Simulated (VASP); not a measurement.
Input of a VASP 6.6.1 run:

Contents of INCAR:

```
PREC     = Accurate       # precision mode
ENCUT    = 520            # plane-wave cutoff, eV
EDIFF    = 1E-6           # SCF threshold, eV
ISMEAR   = -1             # smearing method
SIGMA    = 0.1            # smearing width, eV
LREAL    = False          # projectors in reciprocal space
LASPH    = True           # aspherical terms in the spheres
NELM     = 100            # most SCF steps
ALGO     = Normal         # electronic algorithm
ISIF     = 2              # what is computed and relaxed
LWAVE    = False          # write WAVECAR
LCHARG   = True           # write CHGCAR
GGA      = PE             # functional
LELF     = True           # ELF
LVHAR    = True         
NBANDS   = 22             # bands
```

The input KPOINTS:

```
Automatic mesh
0
Gamma
  13 13 7
```

POSCAR

```
SiNi
1.0
    2.9714960304      0.0000000000      0.0000000000
   -1.4857480152      2.5733910495      0.0000000000
    0.0000000000      0.0000000000      4.3313587205
Ni Si
2 2
Direct
    0.0000000000      0.0000000000      0.0000000000
    0.0000000000      0.0000000000      0.5000000000
    0.3333333333      0.6666666667      0.2500000000
    0.6666666667      0.3333333333      0.7500000000
```

Potentials or basis: VASP PAW PBE potentials, release 64 (Ni, Si).

The run is started by

```console
$ cat potpaw_PBE.64/Ni/POTCAR potpaw_PBE.64/Si/POTCAR > POTCAR
$ mpirun -np 1 vasp_std > vasp.out
```

Q: What does it give for the pressure?

A: 189.8 GPa.

Q: What does it give for the band gap on the k mesh?

A: Zero (band 14 reaches 22.08 eV, above the bottom of band 15 at 14.70 eV).

Stress tensor (GPa, compression positive):
```
189.88   0.00   0.00
  0.00 189.88   0.00
  0.00   0.00 189.49
```

Spin polarisation is off, so any magnetic state and its effect on volume and gap are missing.
